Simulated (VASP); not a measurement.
# SrTiO3 (Pm-3m) in VASP: a series of runs

The runs below take SrTiO3 through relaxation of cell and atoms, single point, with PBE.

All numbers are computed with VASP 6.6.1; they aren't measurements. Logs are shortened: lines on timing, memory, paths and dates and some standing lists are left out, and cuts for length are marked.

## 1. The cell of the first run

It takes space group Pm-3m (No. 221, cubic). Conventional cell: a = 3.931 Å, b = 3.931 Å, c = 3.931 Å, α = 90.00°, β = 90.00°, γ = 90.00°. Sr (site symmetry m-3m) has 12 O at 2.78 Å and 8 Ti at 3.40 Å within 3.7 Å. Ti (site symmetry m-3m) has 6 O at 1.97 Å within 2.6 Å. Within 2.6 Å of O (site symmetry 4/mmm) lie 2 Ti at 1.97 Å.

## 2. Relaxation of cell and atoms, PBE, target pressure 0.72 GPa, at which the enthalpy is minimised

Input file INCAR:

```
SYSTEM = SrTiO3
PREC     = Accurate       ! precision mode
ENCUT    = 600            ! plane-wave cutoff, eV
EDIFF    = 1E-7           ! SCF threshold, eV
ISMEAR   = 0              ! smearing method
SIGMA    = 0.01           ! smearing width, eV
LREAL    = .False.        ! projectors in reciprocal space
LASPH    = .True.         ! aspherical terms in the spheres
NELM     = 80             ! most SCF steps
ALGO     = Normal         ! electronic algorithm
ISIF     = 3              ! what is computed and relaxed
LWAVE    = .False.        ! write WAVECAR
LCHARG   = .False.        ! write CHGCAR
GGA      = PE             ! functional
IBRION   = 2              ! ionic algorithm
NSW      = 80             ! ionic steps
EDIFFG   = -0.002         ! ionic threshold
PSTRESS  = 7.199999999999999
```

Input file KPOINTS:

```
Automatic mesh
0
Gamma
  8 8 8
  0 0 0
```

Input file POSCAR:

```
SrTiO3
1.0
    3.9308045286      0.0000000000      0.0000000000
    0.0000000000      3.9308045286      0.0000000000
    0.0000000000      0.0000000000      3.9308045286
Sr Ti O
1 1 3
Direct
    0.5000000000      0.5000000000      0.5000000000
    0.0000000000      0.0000000000      0.0000000000
    0.5000000000      0.0000000000      0.0000000000
    0.0000000000      0.5000000000      0.0000000000
    0.0000000000      0.0000000000      0.5000000000
```

Potentials or basis: VASP PAW PBE potentials, release 64 (Sr_sv, Ti_sv, O).

Command:

```sh
cat potpaw_PBE.64/Sr_sv/POTCAR potpaw_PBE.64/Ti_sv/POTCAR potpaw_PBE.64/O/POTCAR > POTCAR
mpirun -np 1 vasp_std > vasp.out
```

OUTCAR:

```text
SYSTEM = SrTiO3
   PREC = Accurate
   ENCUT = 600
   EDIFF = 1E-7
   ISMEAR = 0
   LREAL = .False.
   LASPH = .True.
   NELM = 80
   ISIF = 3
   GGA = PE
   IBRION = 2
   NSW = 80
   EDIFFG = -0.002
   PSTRESS = 7.199999999999999

 ion  position               nearest neighbor table
   1  0.500  0.500  0.500-   3 2.78   4 2.78   5 2.78   3 2.78   4 2.78   3 2.78   5 2.78   3 2.78
                             4 2.78   5 2.78   4 2.78   5 2.78   2 3.40   2 3.40   2 3.40   2 3.40
   2  0.000  0.000  0.000-   3 1.97   4 1.97   5 1.97   5 1.97   4 1.97   3 1.97   1 3.40   1 3.40
                             1 3.40   1 3.40   1 3.40   1 3.40   1 3.40   1 3.40
   3  0.500  0.000  0.000-   2 1.97   2 1.97   1 2.78   1 2.78   1 2.78   1 2.78
   4  0.000  0.500  0.000-   2 1.97   2 1.97   1 2.78   1 2.78   1 2.78   1 2.78
   5  0.000  0.000  0.500-   2 1.97   2 1.97   1 2.78   1 2.78   1 2.78   1 2.78

  LATTYP: Found a simple cubic cell.
 ALAT       =     3.9308045286

  Lattice vectors:

 A1 = (   3.9308045286,   0.0000000000,   0.0000000000)
 A2 = (   0.0000000000,   3.9308045286,   0.0000000000)
 A3 = (   0.0000000000,   0.0000000000,   3.9308045286)

Analysis of symmetry for initial positions (statically):
=====================================================================
 Subroutine PRICEL returns:
 Original cell was already a primitive cell.

 Routine SETGRP: Setting up the symmetry group for a
 simple cubic supercell.

 Subroutine GETGRP returns: Found 48 space group operations
 (whereof 48 operations were pure point group operations)
 out of a pool of 48 trial point group operations.

The static configuration has the point symmetry O_h .

Analysis of symmetry for dynamics (positions and initial velocities):
=====================================================================
 Subroutine PRICEL returns:
 Original cell was already a primitive cell.

 Routine SETGRP: Setting up the symmetry group for a
 simple cubic supercell.

 Subroutine GETGRP returns: Found 48 space group operations
 (whereof 48 operations were pure point group operations)
 out of a pool of 48 trial point group operations.

The dynamic configuration has the point symmetry O_h .

 Subroutine INISYM returns: Found 48 space group operations
 (whereof 48 operations are pure point group operations),
 and found     1 'primitive' translations

----------------------------------------------------------------------------------------

                                     Primitive cell

  volume of cell :      60.7357

  direct lattice vectors                    reciprocal lattice vectors
     3.930804529  0.000000000  0.000000000     0.254400847  0.000000000  0.000000000
     0.000000000  3.930804529  0.000000000     0.000000000  0.254400847  0.000000000
     0.000000000  0.000000000  3.930804529     0.000000000  0.000000000  0.254400847

  length of vectors
     3.930804529  3.930804529  3.930804529     0.254400847  0.254400847  0.254400847

  position of ions in fractional coordinates (direct lattice)
     0.500000000  0.500000000  0.500000000
     0.000000000  0.000000000  0.000000000
     0.500000000  0.000000000  0.000000000
     0.000000000  0.500000000  0.000000000
     0.000000000  0.000000000  0.500000000

  ion indices of the primitive-cell ions
   primitive index   ion index
                 1           1
                 2           2
                 3           3
                 4           4
                 5           5

----------------------------------------------------------------------------------------

 KPOINTS: Automatic mesh

Automatic generation of k-mesh.
 Grid dimensions read from file:
 generate k-points for:    8    8    8

 Generating k-lattice:

  Cartesian coordinates                     Fractional coordinates (reciprocal lattice)
     0.031800106  0.000000000  0.000000000     0.125000000  0.000000000  0.000000000
     0.000000000  0.031800106  0.000000000     0.000000000  0.125000000  0.000000000
     0.000000000  0.000000000  0.031800106     0.000000000  0.000000000  0.125000000

  Length of vectors
     0.031800106  0.031800106  0.031800106

  Shift w.r.t. Gamma in fractional coordinates (k-lattice)
     0.000000000  0.000000000  0.000000000

 Subroutine IBZKPT returns following result:
 ===========================================

 Found     35 irreducible k-points:

 Following reciprocal coordinates:
            Coordinates               Weight
  0.000000  0.000000  0.000000      1.000000
  0.125000  0.000000  0.000000      6.000000
  0.250000  0.000000  0.000000      6.000000
  0.375000  0.000000  0.000000      6.000000
  0.500000  0.000000  0.000000      3.000000
  0.125000  0.125000  0.000000     12.000000
[... 16 lines left out ...]
  0.375000  0.375000  0.125000     24.000000
  0.500000  0.375000  0.125000     24.000000
 [... further k-points ...]
   k-points           NKPTS =     35   k-points in BZ     NKDIM =     35   number of bands    NBANDS=     24
   number of dos      NEDOS =    301   number of ions     NIONS =      5
   total plane-waves  NPLWV =  32768
   dimension x,y,z NGX =    32 NGY =   32 NGZ =   32
   dimension x,y,z NGXF=    64 NGYF=   64 NGZF=   64
   ions per type =               1   1   3
   NGX,Y,Z   is equivalent  to a cutoff of  13.53, 13.53, 13.53 a.u.
   NGXF,Y,Z  is equivalent  to a cutoff of  27.07, 27.07, 27.07 a.u.
 SYSTEM =  SrTiO3
   PREC   = accura    normal or accurate (medium, high low for compatibility)
   ISTART =      0    job   : 0-new  1-cont  2-samecut
   ICHARG =      2    charge: 1-file 2-atom 10-const
   ISPIN  =      1    spin polarized calculation?
   LNONCOLLINEAR =      F non collinear calculations
   LSORBIT =      F    spin-orbit coupling
   LASPH  =      T    aspherical Exc in radial PAW
   ENCUT  =  600.0 eV  44.10 Ry    6.64 a.u.   7.85  7.85  7.85*2*pi/ulx,y,z
   NELM   =     80;   NELMIN=  2; NELMDL= -5     # of ELM steps
   EDIFF  = 0.1E-06   stopping-criterion for ELM
   LREAL  =      F    real-space projection
   EDIFFG = -.2E-02   stopping-criterion for IOM
   NSW    =     80    number of steps for IOM
   IBRION =      2    ionic relax: 0-MD 1-quasi-New 2-CG
   NFREE  =      1    steps in history (QN), initial steepest desc. (CG)
   ISIF   =      3    stress and relaxation
   ISYM   =      2    0-nonsym 1-usesym 2-fastsym
   POTIM  = 0.5000    time-step for ionic-motion
   TEBEG  =    0.0;   TEEND  =   0.0 temperature during run
   PSTRESS=    7.2 pullay stress
   NELECT =      40.0000    total number of electrons
   NUPDOWN=      -1.0000    fix difference up-down
   EMIN   =  10.00;   EMAX   =-10.00  energy-range for DOS
   EFERMI =   0.00;   METHOD = LEGACY
   ISMEAR =     0;   SIGMA  =   0.01  broadening in eV -4-tet -1-fermi 0-gaus
   EFERMI_NEDOS =   21; number of points for ismear=-14 and -15
   IALGO  =     38    algorithm
   IMIX   =      4    mixing-type and parameters
     AMIX     =   0.40;   BMIX     =  1.00
     AMIX_MAG =   1.60;   BMIX_MAG =  1.00
  volume/ion in A,a.u.               =      12.15        81.97
  Fermi-wavevector in a.u.,A,eV,Ry     =   1.424339  2.691611 27.602707  2.028742
  Thomas-Fermi vector in A             =   2.544841
   LORBIT       =      0    0 simple, 1 ext, 2 COOP (PROOUT), +10 PAW based schemes
   GGA     = PE    functional components
   LHFCALC =     F    Hartree Fock is set to
   AEXX    =    0.0000 exact exchange contribution
   IVDW    =     0    specifies the selected vdW correction
   LEPSILON=     F    determine dielectric tensor
   LRPA    =     F    only Hartree local field effects (RPA)
 conjugate gradient relaxation of ions
 non-spin polarized calculation
 Gauss-broadening in eV      SIGMA  =   0.01
  energy-cutoff  :      600.00
  volume of cell :       60.74
 maximum number of plane-waves:      2048
 NGX is ok and might be reduce to    32
   NGX = 15   NGY = 15   NGZ = 15

--------------------------------------- Ionic step        1  -------------------------------------------

 number of electron      39.9999974 magnetization

 Free energy of the ion-electron system (eV)
  ---------------------------------------------------
  ext. energy  EPLUGINS =         0.00000000
  ---------------------------------------------------
  free energy    TOTEN  =       -40.10788525 eV

  energy without entropy =      -40.10788525  energy(sigma->0) =      -40.10788525

------------------------ aborting loop because EDIFF is reached ----------------------------------------

  FORCE on cell =-STRESS in cart. coord.  units (eV):
  Direction    XX          YY          ZZ          XY          YZ          ZX
  --------------------------------------------------------------------------------------
  -------------------------------------------------------------------------------------
  Total        0.4470490      0.4470490      0.4470490      0.0000000      0.0000000     -0.0000000
  in kB       11.7929206     11.7929206     11.7929206      0.0000000      0.0000000     -0.0000000
  external PRESSURE =       4.5929206 kB  Pullay stress =       7.2000000 kB
[... 67 lines left out ...]
  enthalpy is  TOTEN    =       -39.8349877938 eV   P V=        0.2743172618

--------------------------------------- Ionic step        3  -------------------------------------------

 number of electron      39.9999974 magnetization

 Free energy of the ion-electron system (eV)
  ---------------------------------------------------
  ext. energy  EPLUGINS =         0.00000000
  ---------------------------------------------------
  free energy    TOTEN  =       -40.10883450 eV

  energy without entropy =      -40.10883450  energy(sigma->0) =      -40.10883450

 E-fermi :   4.0420     XC(G=0): -11.1528

 val. band max:        3.9818448363   @ k =   0.5000   0.5000   0.5000
 cond. band min:       5.7969804312   @ k =   0.0000   0.0000   0.0000
 fundamental gap:      1.8151355949
 Fermi energy:         4.0420294687

 k-point     1 :       0.0000    0.0000    0.0000
  band No.  band energies     occupation
      1     -52.5739      2.00000
      2     -28.8765      2.00000
      3     -28.8062      2.00000
      4     -28.8062      2.00000
      5     -28.8062      2.00000
      6     -13.3649      2.00000
[... 637 lines left out ...]
     23       8.0076      0.00000
     24       9.5362      0.00000

 [... further k-points ...]

------------------------ aborting loop because EDIFF is reached ----------------------------------------

  FORCE on cell =-STRESS in cart. coord.  units (eV):
  Direction    XX          YY          ZZ          XY          YZ          ZX
  --------------------------------------------------------------------------------------
  -------------------------------------------------------------------------------------
  Total        0.2736527      0.2736527      0.2736527      0.0000000      0.0000000     -0.0000000
  in kB        7.1998061      7.1998061      7.1998061      0.0000000      0.0000000     -0.0000000
  external PRESSURE =      -0.0001939 kB  Pullay stress =       7.2000000 kB
[... 20 lines left out ...]
  FREE ENERGIE OF THE ION-ELECTRON SYSTEM (eV)
  ---------------------------------------------------
  free  energy   TOTEN  =       -40.1088344993 eV

  energy  without entropy=      -40.1088344993  energy(sigma->0) =      -40.10883450

  enthalpy is  TOTEN    =       -39.8351744581 eV   P V=        0.2736600413

 reached required accuracy - stopping structural energy minimisation
```

It took 91 s on 1 thread of AMD EPYC 9R45 (Zen 5), shared host; peak memory 0.2 GiB.

What came out:

- Free energy: -40.1088 eV
- Relaxed volume: 12.18 Å³/atom
- Relaxed cell: a = 3.934 Å, b = 3.934 Å, c = 3.934 Å, α = 90.00°, β = 90.00°, γ = 90.00°
- Space group after relaxing (to 0.1 Å): Pm-3m (No. 221)
- Energy change on relaxing (the run minimises the enthalpy): -0.2 meV/atom
- Ionic steps: 3
- Pressure after relaxing: 0.7 GPa
- Band gap on the k mesh: 1.82 eV (least direct gap 2.18 eV)

Step by step:
| step | energy change (eV) | largest force (eV/Å) | pressure (GPa) | volume (Å³) |
| --- | --- | --- | --- | --- |
| 1 | 0.0000 | 0.0000 | 1.18 | 60.74 |
| 2 | -0.0014 | 0.0000 | 0.31 | 61.04 |
| 3 | -0.0009 | 0.0000 | 0.72 | 60.90 |

Final structure:
```xyz
5
Lattice="3.9343 0.0000 0.0000 0.0000 3.9343 0.0000 0.0000 0.0000 3.9343" Properties=species:S:1:pos:R:3 pbc="T T T"
Sr    1.9671    1.9671    1.9671
Ti    0.0000    0.0000    0.0000
O     1.9671    0.0000    0.0000
O     0.0000    1.9671    0.0000
O     0.0000    0.0000    1.9671
```

Caveat: the cell is relaxed towards a set pressure, so the run minimises the enthalpy, not the energy.

[end of part 1 of 2]
